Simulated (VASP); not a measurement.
Here is a VASP 6.6.1 calculation.

INCAR

```
PREC = Accurate
ENCUT = 520
EDIFF = 1E-6
ISMEAR = 0
SIGMA = 0.1
LREAL = F
LASPH = T
NELM = 80
ALGO = Normal
ISIF = 2
LWAVE = F
LCHARG = F
GGA = PE
NBANDS = 36
```

KPOINTS

```
regular mesh
0
Gamma
  3 3 4
```

The input POSCAR:

```
Cd3TeSe2
1.0
    7.0037328727      0.0000000032      0.0000000000
   -3.5018664391      6.0654105874      0.0000000000
    0.0000000000      0.0000000000      3.8526387289
Cd Te Se
3 1 2
Direct
    0.5000000000      0.5000000000      0.5320011623
    0.5000000000      0.0000000000      0.5320011623
    0.0000000000      0.5000000000      0.5320011623
    0.0000000000      0.0000000000      0.5331576281
    0.6666666667      0.3333333333      1.0322379174
    0.3333333333      0.6666666667      1.0322379174
```

Potentials or basis: VASP PAW PBE potentials, release 64 (Cd, Te, Se).

Run with:

```bash
$ cat potpaw_PBE.64/Cd/POTCAR potpaw_PBE.64/Te/POTCAR potpaw_PBE.64/Se/POTCAR > POTCAR
$ mpirun -np 1 vasp_std > vasp.out
```

What does it give for the largest force?

0.003 eV/Å.

Predict the pressure.

0.5 GPa.

Forces on the atoms (eV/Å):
```
Cd   0.000  0.000  0.002
Cd   0.000  0.000  0.002
Cd   0.000  0.000  0.002
Te   0.000  0.000 -0.003
Se   0.000  0.000 -0.002
Se   0.000  0.000 -0.002
```

Caveat: the k points lie up to 0.41 Å⁻¹ apart, too coarse for converged energies and pressures of a metal.
